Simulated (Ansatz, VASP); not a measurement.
## Ru: VASP beside Ansatz

POSCAR

```
Ru
1.0
    2.7058000000      0.0000000000      0.0000000000
   -1.3529000000      2.3432915376      0.0000000000
    0.0000000000      0.0000000000      4.2819000000
Ru
2
Direct
    0.6666666667      0.3333333333      0.7500000000
    0.3333333333      0.6666666667      0.2500000000
```

Contents of INCAR.step1:

```
SYSTEM = Ru
ALGO = Normal
EDIFF = 1E-5
ENCUT = 520
GGA = PE
ISIF = 2
ISMEAR = -1
LASPH = .True.
LCHARG = .False.
LREAL = .False.
LWAVE = .True.
NBANDS = 21
NELM = 80
PREC = Accurate
SIGMA = 0.05
```

The input INCAR.step2:

```
SYSTEM = Ru
AEXX = 0.25
ALGO = Normal
EDIFF = 1E-6
ENCUT = 520
GGA = PS
ISIF = 2
ISMEAR = -1
ISTART = 1
LASPH = .True.
LCHARG = .False.
LHFCALC = .True.
LREAL = .False.
LWAVE = .False.
NBANDS = 21
NELM = 80
PREC = Accurate
PRECFOCK = Normal
SIGMA = 0.05
```

File KPOINTS:

```
k-points
0
Gamma
  6 6 3
  0 0 0
```

File input.yaml:

```yaml
crystal:
  lattice:
    - [2.7058, 0.0, 0.0]
    - [-1.3529, 2.3432915376, 0.0]
    - [0.0, 0.0, 4.2819]
  atoms:
    - { symbol: Ru, position: [0.6666666667, 0.3333333333, 0.75] }
    - { symbol: Ru, position: [0.3333333333, 0.6666666667, 0.25] }
hamiltonian:
  xc: { exchange: pbesol, correlation: pbesol, exx: { coeff: 0.25 } }
  pseudopotentials: { kind: paw }
kpoints:
  mp_grid: { grid: [6, 6, 3] }
scf:
  occupations: { method: fermi_dirac, width: 0.05 }
output:
  forces: true
  stress: true
  eigenvalues: true
```

Alike in both runs: task single point; functional PBEsol-based global hybrid; k mesh 6 × 6 × 3; occupations fermi-dirac, width 0.05 eV; no spin polarisation.

|  | VASP | Ansatz |
| --- | --- | --- |
| version | VASP 6.6.1 | Ansatz 0.2.0 |
| potentials or method | VASP PAW PBE potentials, release 64 (Ru_pv) | Ansatz PAW |
| plane-wave cutoff (eV) | 520 | 420 |
| valence electrons in the cell | 28 | 32 |

Ansatz gave:

| Quantity | Value |
| --- | --- |
| gap on the k mesh at the Fermi level (eV) | none |
| pressure (GPa) | -16.1 |
| traceless stress, the component that is largest in VASP (GPa) | -5.06 |

Problem. Which values does VASP return?

Solution. gap on the k mesh at the Fermi level (eV): none; pressure (GPa): -16.0; traceless stress, the component that is largest in VASP (GPa): -6.28.

VASP's potentials were made for PBE, not for PBEsol-based global hybrid. A gap of «none» marks a metal or a gap that the smearing closes. VASP's potentials hold 28 valence electrons a cell and Ansatz's 32, so a difference there can come from the potentials and not from the codes.

The k mesh is coarse, so the values compare programs but aren't converged.
